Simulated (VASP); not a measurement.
# CsSi2 (Fm-3m) in VASP: notebook

The runs below take CsSi2 through single point, relaxation of cell and atoms, with PBE.

Program: VASP 6.6.1. These are calculated values, not measurements. Logs are shortened: lines on timing, memory, paths and dates and some standing lists are left out, and cuts for length are marked.

**1. The cell of the first run**

Symmetry: Fm-3m, No. 225, cubic system. The conventional cell has a = 7.524 Å, b = 7.524 Å, c = 7.524 Å, α = 90.00°, β = 90.00°, γ = 90.00°. Within 4.3 Å of Cs (site symmetry m-3m) lie 8 Si at 3.26 Å. Si (site symmetry -43m) has 4 Cs at 3.26 Å and 6 Si at 3.76 Å within 4.3 Å.

**2. Single point, PBE**

Input file INCAR:

```
PREC = Accurate
ENCUT = 520
EDIFF = 1E-6
ISMEAR = 0
SIGMA = 0.1
LREAL = False
LASPH = True
NELM = 80
ALGO = Normal
ISIF = 2
LWAVE = False
LCHARG = False
GGA = PE
NBANDS = 16
```

Input file KPOINTS:

```
Automatic mesh
0
Gamma
  12 12 12
```

Input file POSCAR:

```
CsSi2
1.0
    0.0000000000      3.7620002481      3.7620002481
    3.7620002481      0.0000000000      3.7620002481
    3.7620002481      3.7620002481      0.0000000000
Cs Si
1 2
Direct
    0.0000000000      0.0000000000      0.0000000000
    0.2500000000      0.2500000000      0.2500000000
    0.7500000000      0.7500000000      0.7500000000
```

Potentials or basis: VASP PAW PBE potentials, release 64 (Cs_sv, Si).

Command:

```console
cat potpaw_PBE.64/Cs_sv/POTCAR potpaw_PBE.64/Si/POTCAR > POTCAR
mpirun -np 1 vasp_std > vasp.out
```

OUTCAR:

```text
PREC = Accurate
   ENCUT = 520
   EDIFF = 1E-6
   ISMEAR = 0
   LREAL = False
   LASPH = True
   NELM = 80
   ISIF = 2
   GGA = PE

 ion  position               nearest neighbor table
   1  0.000  0.000  0.000-
   2  0.250  0.250  0.250-
   3  0.750  0.750  0.750-

  LATTYP: Found a face centered cubic cell.
 ALAT       =     7.5240004962

  Lattice vectors:

 A1 = (   0.0000000000,   3.7620002481,   3.7620002481)
 A2 = (   3.7620002481,   0.0000000000,   3.7620002481)
 A3 = (   3.7620002481,   3.7620002481,   0.0000000000)

Analysis of symmetry for initial positions (statically):
=====================================================================
 Subroutine PRICEL returns:
 Original cell was already a primitive cell.

 Routine SETGRP: Setting up the symmetry group for a
 face centered cubic supercell.

 Subroutine GETGRP returns: Found 48 space group operations
 (whereof 48 operations were pure point group operations)
 out of a pool of 48 trial point group operations.

The static configuration has the point symmetry O_h .

Analysis of symmetry for dynamics (positions and initial velocities):
=====================================================================
 Subroutine PRICEL returns:
 Original cell was already a primitive cell.

 Routine SETGRP: Setting up the symmetry group for a
 face centered cubic supercell.

 Subroutine GETGRP returns: Found 48 space group operations
 (whereof 48 operations were pure point group operations)
 out of a pool of 48 trial point group operations.

The dynamic configuration has the point symmetry O_h .

 Subroutine INISYM returns: Found 48 space group operations
 (whereof 48 operations are pure point group operations),
 and found     1 'primitive' translations

----------------------------------------------------------------------------------------

                                     Primitive cell

  volume of cell :     106.4845

  direct lattice vectors                    reciprocal lattice vectors
     0.000000000  3.762000248  3.762000248    -0.132908019  0.132908019  0.132908019
     3.762000248  0.000000000  3.762000248     0.132908019 -0.132908019  0.132908019
     3.762000248  3.762000248  0.000000000     0.132908019  0.132908019 -0.132908019

  length of vectors
     5.320271773  5.320271773  5.320271773     0.230203441  0.230203441  0.230203441

  position of ions in fractional coordinates (direct lattice)
[... 74 lines left out ...]
   ICHARG =      2    charge: 1-file 2-atom 10-const
   ISPIN  =      1    spin polarized calculation?
   LNONCOLLINEAR =      F non collinear calculations
   LSORBIT =      F    spin-orbit coupling
   LASPH  =      T    aspherical Exc in radial PAW
   ENCUT  =  520.0 eV  38.22 Ry    6.18 a.u.   9.89  9.89  9.89*2*pi/ulx,y,z
   NELM   =     80;   NELMIN=  2; NELMDL= -5     # of ELM steps
   EDIFF  = 0.1E-05   stopping-criterion for ELM
   LREAL  =      F    real-space projection
[... 7 lines left out ...]
   TEBEG  =    0.0;   TEEND  =   0.0 temperature during run
   PSTRESS=    0.0 pullay stress
   NELECT =      17.0000    total number of electrons
   NUPDOWN=      -1.0000    fix difference up-down
   EMIN   =  10.00;   EMAX   =-10.00  energy-range for DOS
   EFERMI =   0.00;   METHOD = LEGACY
   ISMEAR =     0;   SIGMA  =   0.10  broadening in eV -4-tet -1-fermi 0-gaus
   EFERMI_NEDOS =   21; number of points for ismear=-14 and -15
   IALGO  =     38    algorithm
   IMIX   =      4    mixing-type and parameters
     AMIX     =   0.40;   BMIX     =  1.00
     AMIX_MAG =   1.60;   BMIX_MAG =  1.00
  volume/ion in A,a.u.               =      35.49       239.53
  Fermi-wavevector in a.u.,A,eV,Ry     =   0.888101  1.678267 10.731231  0.788723
  Thomas-Fermi vector in A             =   2.009486
   LORBIT       =      0    0 simple, 1 ext, 2 COOP (PROOUT), +10 PAW based schemes
   GGA     = PE    functional components
   LHFCALC =     F    Hartree Fock is set to
   AEXX    =    0.0000 exact exchange contribution
   IVDW    =     0    specifies the selected vdW correction
   LEPSILON=     F    determine dielectric tensor
   LRPA    =     F    only Hartree local field effects (RPA)
 non-spin polarized calculation
 Gauss-broadening in eV      SIGMA  =   0.10
  energy-cutoff  :      520.00
  volume of cell :      106.48
 maximum number of plane-waves:      2884
   NGX = 19   NGY = 19   NGZ = 19

 number of electron      17.0000001 magnetization

 Free energy of the ion-electron system (eV)
  ---------------------------------------------------
  ext. energy  EPLUGINS =         0.00000000
  ---------------------------------------------------
  free energy    TOTEN  =        -6.65091300 eV

  energy without entropy =       -6.63476340  energy(sigma->0) =       -6.64283820

 E-fermi :   2.0237     XC(G=0):  -8.2009

 val. band max:        2.0002025338   @ k =   0.5000   0.1667   0.0833
 cond. band min:       2.0245135832   @ k =   0.5000   0.4167   0.0000
 fundamental gap:      0.0243110495
 Fermi energy:         2.0237400701

 k-point     1 :       0.0000    0.0000    0.0000
  band No.  band energies     occupation
      1     -19.1551      2.00000
      2      -6.1787      2.00000
      3      -6.1787      2.00000
      4      -6.1787      2.00000
      5      -5.3862      2.00000
      6      -3.1797      2.00000
[... 433 lines left out ...]
      3      -6.5428      2.00000
      4      -6.2841      2.00000
      5      -4.1749      2.00000
      6      -3.1655      2.00000
[... 8 lines left out ...]
     15       8.4072      0.00000
     16       9.1500      0.00000

 [... further k-points ...]

------------------------ aborting loop because EDIFF is reached ----------------------------------------

  FORCE on cell =-STRESS in cart. coord.  units (eV):
  Direction    XX          YY          ZZ          XY          YZ          ZX
  --------------------------------------------------------------------------------------
  -------------------------------------------------------------------------------------
  Total        0.0387092      0.0387092      0.0387092      0.0000000     -0.0000000      0.0000000
  in kB        0.5824223      0.5824223      0.5824223      0.0000000     -0.0000000      0.0000000
  external PRESSURE =       0.5824223 kB  Pullay stress =       0.0000000 kB

 VOLUME and BASIS-vectors are now :
 -----------------------------------------------------------------------------
  energy-cutoff  :      520.00
  volume of cell :      106.48
      direct lattice vectors                 reciprocal lattice vectors
     0.000000000  3.762000248  3.762000248    -0.132908019  0.132908019  0.132908019
     3.762000248  0.000000000  3.762000248     0.132908019 -0.132908019  0.132908019
     3.762000248  3.762000248  0.000000000     0.132908019  0.132908019 -0.132908019

 POSITION                                       TOTAL-FORCE (eV/Angst)
 -----------------------------------------------------------------------------------
      0.00000      0.00000      0.00000        -0.000000     -0.000000     -0.000000
      1.88100      1.88100      1.88100        -0.000000     -0.000000      0.000000
      5.64300      5.64300      5.64300         0.000000      0.000000     -0.000000
 -----------------------------------------------------------------------------------
    total drift:                               -0.000000      0.000000      0.000000

  FREE ENERGIE OF THE ION-ELECTRON SYSTEM (eV)
  ---------------------------------------------------
  free  energy   TOTEN  =        -6.6509130042 eV

  energy  without entropy=       -6.6347633977  energy(sigma->0) =       -6.64283820
```

stdout:

```text
POSCAR found type information on POSCAR CsSi
 POSCAR found :  2 types and       3 ions
 scaLAPACK will be used
 LDA part: xc-table for (Slater+PW92), standard interpolation
 POSCAR, INCAR and KPOINTS ok, starting setup
 FFT: planning ... GRIDC
 FFT: planning ... GRID_SOFT
 FFT: planning ... GRID
 WAVECAR not read
 entering main loop
```

Run time: 97 s. Hardware: 1 thread of Intel Xeon Platinum 8488C (Sapphire Rapids), shared host; peak memory 0.3 GiB.

What came out:

* Free energy: -6.6509 eV
* Pressure: 0.1 GPa
* Band gap on the k mesh: zero (an odd number of electrons rules out a gap without spin polarisation)

Caveat: spin-orbit coupling is left out, which moves the levels of the heavy elements; an odd number of electrons without spin polarisation forces a metal; a magnetic or distorted state may lie lower.

**3. Relaxation of cell and atoms, PBE**

This run uses another cell than the first one, of 34.63 Å³/atom.

Input file INCAR:

```
SYSTEM = CsSi2
ALGO = Normal ; EDIFF = 1E-7
EDIFFG = -0.01 ; ENCUT = 600
GGA = PE ; IBRION = 2
ISIF = 3 ; ISMEAR = 0
LASPH = .TRUE. ; LCHARG = .FALSE.
LREAL = .FALSE. ; LWAVE = .FALSE.
NELM = 80 ; NSW = 100
PREC = Accurate ; SIGMA = 0.1
```

Input file KPOINTS:

```
k-points
0
G
  12 12 12
  0 0 0
```

Input file POSCAR:

```
CsSi2
1.0
    0.0000000000      3.7310979284      3.7310979284
    3.7310979284      0.0000000000      3.7310979284
    3.7310979284      3.7310979284      0.0000000000
Cs Si
1 2
Direct
    0.0000000000      0.0000000000      0.0000000000
    0.2500000000      0.2500000000      0.2500000000
    0.7500000000      0.7500000000      0.7500000000
```

Potentials or basis: VASP PAW PBE potentials, release 64 (Cs_sv, Si).

Command:

```console
cat potpaw_PBE.64/Cs_sv/POTCAR potpaw_PBE.64/Si/POTCAR > POTCAR
mpirun -np 1 vasp_std > vasp.out
```

Wall time 3.9 min (1 thread of Intel Xeon Platinum 8488C (Sapphire Rapids), shared host); peak memory 0.34 GiB.

The run converged. Its results:

```
Free energy                           : -6.6510 eV
Relaxed volume                        : 35.66 Å³/atom
Relaxed cell                          : a = 5.329 Å, b = 5.329 Å, c = 5.329 Å, α = 60.00°, β = 60.00°, γ = 60.00°
Space group after relaxing (to 0.1 Å) : Fm-3m (No. 225)
Energy gained by relaxing             : 1.5 meV/atom
Ionic steps                           : 3
Pressure after relaxing               : 0.0 GPa
Band gap on the k mesh                : zero (an odd number of electrons rules out a gap without spin polarisation)
```

The path:
| step | energy change (eV) | largest force (eV/Å) | pressure (GPa) | volume (Å³) |
| --- | --- | --- | --- | --- |
| 1 | 0.0000 | 0.0000 | 0.47 | 103.88 |
| 2 | -0.0033 | 0.0000 | 0.22 | 105.43 |
| 3 | -0.0044 | 0.0000 | -0.01 | 106.98 |

Final structure:
```
Cs Si
1.0
     0.00000    3.76785    3.76785
     3.76785    0.00000    3.76785
     3.76785    3.76785    0.00000
Cs Si
1 2
Direct
  0.00000 0.00000 0.00000
  0.25000 0.25000 0.25000
  0.75000 0.75000 0.75000
```

Levels at points of the mesh, in eV from the Fermi level:
```
           k point  band 5  band 6  band 7  band 8  band 9  band 10  band 11  band 12
(0.00, 0.00, 0.00)   -7.40   -5.21   -1.16   -1.16   -1.16     2.07     2.07     2.07
(0.50, 0.00, 0.00)   -6.60   -5.03   -0.53   -0.53    0.50     0.55     1.07     1.07
(0.50, 0.50, 0.00)   -6.21   -4.98   -1.93    0.03    0.03     1.73     1.73     2.76
```

Caveat: spin-orbit coupling is left out, which moves the levels of the heavy elements; an odd number of electrons without spin polarisation forces a metal; a magnetic or distorted state may lie lower.

The gap in the log of VASP goes by the Fermi energy; the results here count the filled bands.